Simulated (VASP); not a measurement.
# Te (P3_221) in VASP: a series of runs

Runs on Te. Level: PBE. Tasks: single point.

Everything below comes from runs of VASP 6.6.1. Logs are shortened: lines on timing, memory, paths and dates and some standing lists are left out, and cuts for length are marked.

## Step 1: The cell of the first run

The structure is trigonal, space group P3_221 (No. 154). The conventional cell has a = 4.356 Å, b = 4.356 Å, c = 5.794 Å, α = 90.00°, β = 90.00°, γ = 120.00°. Te (site symmetry 2) has 6 Te at 2.80 to 3.39 Å within 3.7 Å.

## Step 2: Single point, PBE (31.74 Å³/atom)

INCAR

```
PREC = Accurate
ENCUT = 520
EDIFF = 1E-7
ISMEAR = -1
SIGMA = 0.05
LREAL = False
LASPH = True
NELM = 100
ALGO = Normal
ISIF = 2
LWAVE = False
LCHARG = False
GGA = PE
NBANDS = 16
```

KPOINTS

```
Automatic mesh
0
Gamma
  7 7 5
```

POSCAR

```
Te
1.0
    4.3561508544      0.0000000000      0.0000000000
   -2.1780754272      3.7725373027      0.0000000000
    0.0000000000      0.0000000000      5.7941734662
Te
3
Direct
    0.7310000000      0.7310000000      0.5000000000
    0.0000000000      0.2690000000      0.8333333333
    0.2690000000      0.0000000000      0.1666666667
```

Potentials or basis: VASP PAW PBE potentials, release 64 (Te).

Launch:

```bash
$ cat potpaw_PBE.64/Te/POTCAR > POTCAR
$ mpirun -np 1 vasp_std > vasp.out
```

OUTCAR:

```text
PREC = Accurate
   ENCUT = 520
   EDIFF = 1E-7
   ISMEAR = -1
   LREAL = False
   LASPH = True
   NELM = 100
   ISIF = 2
   GGA = PE

 ion  position               nearest neighbor table
   1  0.731  0.731  0.500-   3 2.80   2 2.80   3 3.39   2 3.39   2 3.39   3 3.39
   2  0.000  0.269  0.833-   1 2.80   3 2.80   1 3.39   1 3.39   3 3.39   3 3.39
   3  0.269  0.000  0.167-   1 2.80   2 2.80   1 3.39   1 3.39   2 3.39   2 3.39

  LATTYP: Found a hexagonal cell.
 ALAT       =     4.3561508544
 C/A-ratio  =     1.3301131342

  Lattice vectors:

 A1 = (   4.3561508544,   0.0000000000,   0.0000000000)
 A2 = (  -2.1780754272,   3.7725373027,   0.0000000000)
 A3 = (   0.0000000000,   0.0000000000,   5.7941734662)

Analysis of symmetry for initial positions (statically):
=====================================================================
 Subroutine PRICEL returns:
 Original cell was already a primitive cell.

 Routine SETGRP: Setting up the symmetry group for a
 hexagonal supercell.

 Subroutine GETGRP returns: Found  6 space group operations
 (whereof  2 operations were pure point group operations)
 out of a pool of 24 trial point group operations.

The static configuration has the point symmetry C_2 .
 The point group associated with its full space group is D_3 .

Analysis of symmetry for dynamics (positions and initial velocities):
=====================================================================
 Subroutine PRICEL returns:
 Original cell was already a primitive cell.

 Routine SETGRP: Setting up the symmetry group for a
 hexagonal supercell.

 Subroutine GETGRP returns: Found  6 space group operations
 (whereof  2 operations were pure point group operations)
 out of a pool of 24 trial point group operations.

The dynamic configuration has the point symmetry C_2 .
 The point group associated with its full space group is D_3 .

 Subroutine INISYM returns: Found  6 space group operations
 (whereof  2 operations are pure point group operations),
 and found     1 'primitive' translations

----------------------------------------------------------------------------------------

                                     Primitive cell

  volume of cell :      95.2199

  direct lattice vectors                    reciprocal lattice vectors
     4.356150854  0.000000000  0.000000000     0.229560461  0.132536794  0.000000000
    -2.178075427  3.772537303  0.000000000     0.000000000  0.265073588  0.000000000
     0.000000000  0.000000000  5.794173466     0.000000000  0.000000000  0.172587170

  length of vectors
     4.356150854  4.356150854  5.794173466     0.265073588  0.265073588  0.172587170

  position of ions in fractional coordinates (direct lattice)
     0.731000000  0.731000000  0.500000000
     1.000000000  0.269000000  0.833333333
     0.269000000  0.000000000  0.166666667

  ion indices of the primitive-cell ions
   primitive index   ion index
                 1           1
                 2           2
                 3           3

----------------------------------------------------------------------------------------

 KPOINTS: Automatic mesh

Automatic generation of k-mesh.
 Grid dimensions read from file:
 generate k-points for:    7    7    5

 Generating k-lattice:

  Cartesian coordinates                     Fractional coordinates (reciprocal lattice)
     0.032794352  0.018933828  0.000000000     0.142857143  0.000000000  0.000000000
     0.000000000  0.037867655  0.000000000     0.000000000  0.142857143  0.000000000
     0.000000000  0.000000000  0.034517434     0.000000000  0.000000000  0.200000000

  Length of vectors
     0.037867655  0.037867655  0.034517434

  Shift w.r.t. Gamma in fractional coordinates (k-lattice)
     0.000000000  0.000000000  0.000000000

 Subroutine IBZKPT returns following result:
 ===========================================

 Found     32 irreducible k-points:

 Following reciprocal coordinates:
            Coordinates               Weight
  0.000000  0.000000  0.000000      1.000000
  0.142857 -0.000000  0.000000      6.000000
  0.285714 -0.000000  0.000000      6.000000
  0.428571 -0.000000  0.000000      6.000000
  0.142857  0.142857  0.000000      6.000000
  0.285714  0.142857  0.000000     12.000000
[... 16 lines left out ...]
  0.000000  0.142857  0.400000      6.000000
  0.285714 -0.000000  0.400000      6.000000
 [... further k-points ...]
   k-points           NKPTS =     32   k-points in BZ     NKDIM =     32   number of bands    NBANDS=     16
   number of dos      NEDOS =    301   number of ions     NIONS =      3
   total plane-waves  NPLWV =  49152
   dimension x,y,z NGX =    32 NGY =   32 NGZ =   48
   dimension x,y,z NGXF=    64 NGYF=   64 NGZF=   96
   ions per type =               3
   NGX,Y,Z   is equivalent  to a cutoff of  12.21, 12.21, 13.77 a.u.
   NGXF,Y,Z  is equivalent  to a cutoff of  24.42, 24.42, 27.54 a.u.
 SYSTEM =  unknown system
   PREC   = accura    normal or accurate (medium, high low for compatibility)
   ISTART =      0    job   : 0-new  1-cont  2-samecut
   ICHARG =      2    charge: 1-file 2-atom 10-const
   ISPIN  =      1    spin polarized calculation?
   LNONCOLLINEAR =      F non collinear calculations
   LSORBIT =      F    spin-orbit coupling
   LASPH  =      T    aspherical Exc in radial PAW
   ENCUT  =  520.0 eV  38.22 Ry    6.18 a.u.   8.10  8.10 10.77*2*pi/ulx,y,z
   NELM   =    100;   NELMIN=  2; NELMDL= -5     # of ELM steps
   EDIFF  = 0.1E-06   stopping-criterion for ELM
   LREAL  =      F    real-space projection
   EDIFFG = 0.1E-05   stopping-criterion for IOM
   NSW    =      0    number of steps for IOM
   IBRION =     -1    ionic relax: 0-MD 1-quasi-New 2-CG
   NFREE  =      0    steps in history (QN), initial steepest desc. (CG)
   ISIF   =      2    stress and relaxation
   ISYM   =      2    0-nonsym 1-usesym 2-fastsym
   POTIM  = 0.5000    time-step for ionic-motion
   TEBEG  =    0.0;   TEEND  =   0.0 temperature during run
   PSTRESS=    0.0 pullay stress
   NELECT =      18.0000    total number of electrons
   NUPDOWN=      -1.0000    fix difference up-down
   EMIN   =  10.00;   EMAX   =-10.00  energy-range for DOS
   EFERMI =   0.00;   METHOD = LEGACY
   ISMEAR =    -1;   SIGMA  =   0.05  broadening in eV -4-tet -1-fermi 0-gaus
   EFERMI_NEDOS =   21; number of points for ismear=-14 and -15
   IALGO  =     38    algorithm
   IMIX   =      4    mixing-type and parameters
     AMIX     =   0.40;   BMIX     =  1.00
     AMIX_MAG =   1.60;   BMIX_MAG =  1.00
  volume/ion in A,a.u.               =      31.74       214.19
  Fermi-wavevector in a.u.,A,eV,Ry     =   0.939557  1.775505 12.010773  0.882767
  Thomas-Fermi vector in A             =   2.066881
   LORBIT       =      0    0 simple, 1 ext, 2 COOP (PROOUT), +10 PAW based schemes
   GGA     = PE    functional components
   LHFCALC =     F    Hartree Fock is set to
   AEXX    =    0.0000 exact exchange contribution
   IVDW    =     0    specifies the selected vdW correction
   LEPSILON=     F    determine dielectric tensor
   LRPA    =     F    only Hartree local field effects (RPA)
 non-spin polarized calculation
  energy-cutoff  :      520.00
  volume of cell :       95.22
 maximum number of plane-waves:      2578
   NGX = 17   NGY = 17   NGZ = 21

 number of electron      17.9999999 magnetization

 Free energy of the ion-electron system (eV)
  ---------------------------------------------------
  ext. energy  EPLUGINS =         0.00000000
  ---------------------------------------------------
  free energy    TOTEN  =        -9.28063798 eV

  energy without entropy =       -9.28053410  energy(sigma->0) =       -9.28058604

 E-fermi :   7.0147     XC(G=0):  -9.3620

 val. band max:        6.6819939449   @ k =   0.2857   0.2857   0.4000
 cond. band min:       7.2871590864   @ k =   0.0000   0.0000   0.4000
 fundamental gap:      0.6051651415
 Fermi energy:         7.0146687120

 k-point     1 :       0.0000    0.0000    0.0000
  band No.  band energies     occupation
      1      -7.3194      2.00000
      2      -3.6874      2.00000
      3      -3.6874      2.00000
      4       3.5058      2.00000
      5       3.9762      2.00000
      6       3.9762      2.00000
[... 8 lines left out ...]
     15      12.9385      0.00000
     16      13.0107      0.00000

 k-point     2 :       0.1429   -0.0000    0.0000
  band No.  band energies     occupation
      1      -7.1681      2.00000
      2      -3.7269      2.00000
      3      -3.6350      2.00000
      4       2.5574      2.00000
      5       3.2855      2.00000
      6       3.5583      2.00000
[... 8 lines left out ...]
     15      12.8005      0.00000
     16      13.1823      0.00000

 k-point     3 :       0.2857   -0.0000    0.0000
  band No.  band energies     occupation
      1      -6.7490      2.00000
      2      -3.9637      2.00000
      3      -3.5033      2.00000
      4       1.6647      2.00000
      5       2.5007      2.00000
      6       3.0303      2.00000
[... 8 lines left out ...]
     15      13.3666      0.00000
     16      14.3159      0.00000

 k-point     4 :       0.4286   -0.0000    0.0000
  band No.  band energies     occupation
      1      -6.2450      2.00000
      2      -4.4087      2.00000
      3      -3.3828      2.00000
      4       1.5334      2.00000
      5       2.0839      2.00000
      6       2.7997      2.00000
[... 8 lines left out ...]
     15      14.8809      0.00000
     16      15.6049      0.00000
[... 324 lines left out ...]
 k-point    22 :       0.1429   -0.0000    0.4000
  band No.  band energies     occupation
      1      -6.5558      2.00000
      2      -5.8233      2.00000
      3      -1.6704      2.00000
      4       2.4806      2.00000
      5       3.2488      2.00000
      6       3.8352      2.00000
[... 8 lines left out ...]
     15      12.5765      0.00000
     16      13.4884      0.00000

 k-point    23 :       0.0000    0.1429    0.4000
  band No.  band energies     occupation
      1      -6.5610      2.00000
      2      -5.8131      2.00000
      3      -1.7057      2.00000
      4       2.5745      2.00000
      5       3.6011      2.00000
      6       3.9189      2.00000
[... 8 lines left out ...]
     15      12.3366      0.00000
     16      13.2002      0.00000

 k-point    24 :       0.2857   -0.0000    0.4000
  band No.  band energies     occupation
      1      -6.1668      2.00000
      2      -5.5459      2.00000
      3      -2.3842      2.00000
      4       1.5231      2.00000
      5       2.5872      2.00000
      6       3.3838      2.00000
[... 8 lines left out ...]
     15      13.4625      0.00000
     16      14.2040      0.00000

 [... further k-points ...]

------------------------ aborting loop because EDIFF is reached ----------------------------------------

  FORCE on cell =-STRESS in cart. coord.  units (eV):
  Direction    XX          YY          ZZ          XY          YZ          ZX
  --------------------------------------------------------------------------------------
  -------------------------------------------------------------------------------------
  Total        2.8130435      2.8130435      4.0941028      0.0000000      0.0000000      0.0000000
  in kB       47.3324605     47.3324605     68.8876517      0.0000000      0.0000000      0.0000000
  external PRESSURE =      54.5175242 kB  Pullay stress =       0.0000000 kB

 VOLUME and BASIS-vectors are now :
 -----------------------------------------------------------------------------
  energy-cutoff  :      520.00
  volume of cell :       95.22
      direct lattice vectors                 reciprocal lattice vectors
     4.356150854  0.000000000  0.000000000     0.229560461  0.132536794  0.000000000
    -2.178075427  3.772537303  0.000000000     0.000000000  0.265073588  0.000000000
     0.000000000  0.000000000  5.794173466     0.000000000  0.000000000  0.172587170

 POSITION                                       TOTAL-FORCE (eV/Angst)
 -----------------------------------------------------------------------------------
      1.59217      2.75772      2.89709        -0.274801     -0.475969      0.000000
     -0.58590      1.01481      4.82848        -0.274801      0.475969      0.000000
      1.17180      0.00000      0.96570         0.549602     -0.000000     -0.000000
 -----------------------------------------------------------------------------------
    total drift:                                0.000000      0.000000      0.000000

  FREE ENERGIE OF THE ION-ELECTRON SYSTEM (eV)
  ---------------------------------------------------
  free  energy   TOTEN  =        -9.2806379756 eV

  energy  without entropy=       -9.2805340970  energy(sigma->0) =       -9.28058604
```

It took 30 s on 1 thread of Intel Xeon Platinum 8488C (Sapphire Rapids), shared host; peak memory 0.22 GiB.

What came out:

* Free energy: -9.2806 eV
* Pressure: 5.5 GPa
* Largest force: 0.550 eV/Å
* Band gap on the k mesh: 0.61 eV (least direct gap 0.83 eV)

Forces on the atoms (eV/Å):
```
Te  -0.275 -0.476  0.000
Te  -0.275  0.476  0.000
Te   0.550  0.000  0.000
```

Levels at points of the mesh, in eV from the valence-band top:
```
           k point  band 6  band 7  band 8  band 9  band 10  band 11  band 12  band 13
(0.00, 0.00, 0.00)   -2.71   -1.70   -1.70   -0.82     1.22     1.22     1.81     4.96
```

Caveat: the cell stands under pressure; spin-orbit coupling is left out, which moves the levels of the heavy elements. A k mesh can miss the band edges.

## Step 3: Single point, PBE (32.42 Å³/atom)

This run uses another cell than the first one, of 32.42 Å³/atom.

INCAR, as its differences from that of step 2:

```diff
@@ -2,3 +2,3 @@
 ENCUT = 520
-EDIFF = 1E-7
+EDIFF = 1E-6
 ISMEAR = -1
```

KPOINTS

```
regular mesh
0
Gamma
  7 7 5
```

POSCAR

```
Te
1.0
    4.3868289839      0.0000000000      0.0000000000
   -2.1934144919      3.7991053421      0.0000000000
    0.0000000000      0.0000000000      5.8349788491
Te
3
Direct
    0.7310000000      0.7310000000      0.5000000000
    0.0000000000      0.2690000000      0.8333333333
    0.2690000000      0.0000000000      0.1666666667
```

Potentials or basis: VASP PAW PBE potentials, release 64 (Te).

Launch:

```bash
$ cat potpaw_PBE.64/Te/POTCAR > POTCAR
$ mpirun -np 1 vasp_std > vasp.out
```

Wall time 33 s (1 thread of Intel Xeon Platinum 8488C (Sapphire Rapids), shared host); peak memory 0.24 GiB.

The run converged. Its results:

```yaml
Free_energy: -9.3406 eV
Pressure: 4.1 GPa
Largest_force: 0.419 eV/Å
Band_gap_on_the_k_mesh: 0.61 eV (least direct gap 0.81 eV)
```

Forces in eV/Å, atoms in the order of the input:
```
Te  -0.210 -0.363  0.000
Te  -0.210  0.363  0.000
Te   0.419  0.000  0.000
```

Stress tensor (GPa, compression positive):
```
3.55 0.00 0.00
0.00 3.55 0.00
0.00 0.00 5.10
```

Levels at points of the mesh, in eV from the valence-band top:
```tsv
k point	band 6	band 7	band 8	band 9	band 10	band 11	band 12	band 13
(0.00, 0.00, 0.00)	-2.67	-1.64	-1.64	-0.78	1.20	1.20	1.80	5.02
```

Caveat: the cell stands under pressure; spin-orbit coupling is left out, which moves the levels of the heavy elements.

[end of part 1 of 2]
